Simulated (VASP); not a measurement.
CrIn2N2:

```
CELL_PARAMETERS angstrom
4.05636 0.00000 0.00000
0.00000 5.54646 0.00000
0.00000 0.00000 4.12324
ATOMIC_POSITIONS crystal
Cr 0.50000 0.50000 0.94256
In 0.00000 0.26410 0.63526
In 0.00000 0.73590 0.63526
N 0.50000 0.70774 0.25896
N 0.50000 0.29226 0.25896
```

```yaml
Program: VASP 6.6.1
Task: relaxation of cell and atoms
Functional: PBE
Potentials_or_basis: VASP PAW PBE potentials, release 64 (Cr_pv, In_d, N)
Cutoff: 600 eV
k_mesh: 3 × 2 × 3
Occupations: gaussian, width 0.15 eV
Spin: collinear spin, ferromagnetic start
Starting_moments: "[3.0, 0.0, 0.0, 0.0, 0.0] μB"
```

At the start: pressure 0.7 GPa; volume 18.55 Å³/atom.

Task: How do energy, volume and symmetry change on relaxing?

Result: Over 18 steps the energy falls by 514.8 meV/atom and the volume is 17.80 Å³/atom (-4.1 %); space group Pmm2 (No. 25, to 0.05 Å); moment 1.34 μB per cell.

The path:
```
step  energy change (eV)  largest force (eV/Å)  pressure (GPa)  volume (Å³)
   1              0.0000                3.9199            0.73        92.77
   2             -1.8140                2.4874            3.13        93.32
   3             -1.8572                3.2387            4.43        93.29
   4             -1.7731                2.6041          -11.12        99.13
   5             -2.2541                0.7162           -4.93        95.97
   6             -2.2554                0.5954           -4.60        95.84
   7             -2.4413                0.5638           -2.84        91.56
   8             -2.4904                0.6353           -0.86        88.33
   9             -2.5082                0.7255            1.66        87.28
  10             -2.5101                0.5266            1.04        87.52
  11             -2.5328                0.2190            0.57        87.87
  12             -2.5473                0.2711           -0.22        88.42
  13             -2.5583                0.1011            0.24        88.36
  14             -2.5652                0.2871            0.99        88.24
  15             -2.5702                0.1817            0.56        88.54
  16             -2.5721                0.1081            0.09        88.86
  17             -2.5726                0.0999            0.05        88.89
  18             -2.5738                0.0761           -0.04        89.00
```

Final structure:
```
Cr In N
1.0
     3.51475    0.00000    0.00000
     0.00000    6.85890    0.00000
     0.00000    0.00000    3.69198
Cr In N
1 2 2
Direct
  0.50000 0.50000 0.99715
  0.00000 0.21270 0.61433
  0.00000 0.78730 0.61433
  0.50000 0.70914 0.25259
  0.50000 0.29086 0.25259
```

Caveat: the k points lie up to 0.60 Å⁻¹ apart in the final cell; a cell with one magnetic atom can't hold antiferromagnetic order, which such compounds often take; the relaxation stopped at a loose force limit of 0.08 eV/Å, so its end isn't a converged minimum.
